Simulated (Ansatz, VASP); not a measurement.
**Two plane-wave programs on HfO2**

```
Hf O
1.0
     4.87634    0.00000    0.00000
     0.00000    4.87634    0.00000
     0.00000    0.00000    3.23863
Hf O
2 4
Direct
  0.00000 0.00000 0.00000
  0.50000 0.50000 0.50000
  0.19486 0.80514 0.50000
  0.30514 0.30514 0.00000
  0.69486 0.69486 0.00000
  0.80514 0.19486 0.50000
```

Alike in both runs: functional PBE; k mesh 4 × 4 × 6; occupations gaussian, width 0.1 eV; no spin polarisation.

Ansatz relaxed the structure, and its values are those at the end. VASP's run is a single point on that final structure, the one shown.

|  | VASP | Ansatz |
| --- | --- | --- |
| version | VASP 6.6.1 | Ansatz 0.2.0 |
| potentials or method | VASP PAW PBE potentials, release 64 (Hf_pv, O), cutoff 520 eV | scalar-relativistic, plane waves, PAW |
| valence electrons in the cell | 44 | 76 |

VASP gave:

| Item | Value |
| --- | --- |
| gap on the k mesh at the Fermi level (eV) | 3.85 |
| least direct gap on the mesh (eV) | 3.85 |
| pressure (GPa) | -2.5 |
| rms of the force components (eV/Å) | 0.028 |

Question: Which values does Ansatz return?

Answer: gap on the k mesh at the Fermi level (eV): 3.90; least direct gap on the mesh (eV): 3.90; pressure (GPa): 0.3; rms of the force components (eV/Å): 0.004.

With one functional, cell and mesh, what is left measures potentials, basis and numerics. VASP's potentials hold 44 valence electrons a cell and Ansatz's 76, so a difference there can come from the potentials and not from the codes.

Spin-orbit coupling is off throughout.
